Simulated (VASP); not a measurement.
A run of VASP 6.6.1 is set up as follows.

Contents of POSCAR:

```
BN
1.0
    2.5439499996      0.0000000000      0.0000000000
   -1.2719749998      2.2031253256      0.0000000000
    0.0000000000      0.0000000000      4.3340498018
B N
2 2
Direct
    0.3333333333      0.6666666667     -0.0004863536
    0.6666666667      0.3333333333      0.4995136464
    0.3333333333      0.6666666667      0.3754863536
    0.6666666667      0.3333333333      0.8754863536
```

Contents of INCAR.step1:

```
SYSTEM = BN
  ALGO = Normal
  EDIFF = 1E-4
  ENCUT = 520
  GGA = PE
  ISMEAR = 0
  LASPH = .True.
  LCHARG = .False.
  LREAL = .False.
  LWAVE = .True.
  NBANDS = 16
  NELM = 60
  PREC = Accurate
  SIGMA = 0.01
```

INCAR.step2

```
SYSTEM = BN
  ALGO = Normal
  EDIFF = 1E-6
  ENCUT = 520
  ISIF = 2
  ISMEAR = 0
  ISTART = 1
  LASPH = .True.
  LCHARG = .True.
  LELF = .True.
  LMIXTAU = .True.
  LREAL = .False.
  LVHAR = .True.
  LWAVE = .False.
  METAGGA = R2SCAN
  NBANDS = 16
  NELM = 60
  PREC = Accurate
  SIGMA = 0.01
```

Contents of KPOINTS:

```
k-points
0
Gamma
  12 12 6
  0 0 0
```

Potentials or basis: VASP PAW PBE potentials, release 64 (B, N).

The run is started by

```bash
$ cat potpaw_PBE.64/B/POTCAR potpaw_PBE.64/N/POTCAR > POTCAR
$ cp INCAR.step1 INCAR
$ mpirun -np 1 vasp_std > vasp.out
$ cp INCAR.step2 INCAR
$ mpirun -np 1 vasp_std > vasp.out
```

Question: Estimate the band gap on the k mesh.

Answer: 5.75 eV, indirect (least direct gap 8.10 eV).

Question: What does it give for the largest force?

Answer: 0.011 eV/Å.

Question: What does it give for the pressure?

Answer: -9.4 GPa.

Forces on the atoms (eV/Å):
```
B    0.000  0.000  0.011
B    0.000  0.000  0.011
N    0.000  0.000 -0.011
N    0.000  0.000 -0.011
```

Caveat: the cell differs from its parent crystal (uniaxial z strain +3.0%); the PAW data sets were made with another functional, which shifts forces and pressure a little. A k mesh can miss the band edges.
